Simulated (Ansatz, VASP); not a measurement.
**Hf in VASP and in Ansatz**

```
Hf
1.0
    -0.05255    2.38239    2.35398
     2.20479    0.12505    2.17638
     2.32985    2.32985    0.00000
Hf
1
Cartesian
  0.0000 0.0000 0.0000
```

Alike in both runs: task single point; functional PBE; k mesh 14 × 14 × 14; occupations gaussian, width 0.1 eV; no spin polarisation.

```csv
,VASP,Ansatz
version,VASP 6.6.1,Ansatz 0.2.0
potentials or method,"VASP PAW PBE potentials, release 64 (Hf_pv), cutoff 520 eV","scalar-relativistic, plane waves, PAW"
valence electrons in the cell,10,26
```

```csv
,VASP,Ansatz,Ansatz less VASP
gap on the k mesh at the Fermi level (eV),none,none,-
pressure (GPa),-4.8,-4.4,+0.40
"traceless stress, the component that is largest in VASP (GPa)",-4.67,-4.69,-0.027
```

A gap of «none» marks a metal or a gap that the smearing closes. VASP's potentials hold 10 valence electrons a cell and Ansatz's 26, so a difference there can come from the potentials and not from the codes.

Spin-orbit coupling is off throughout.
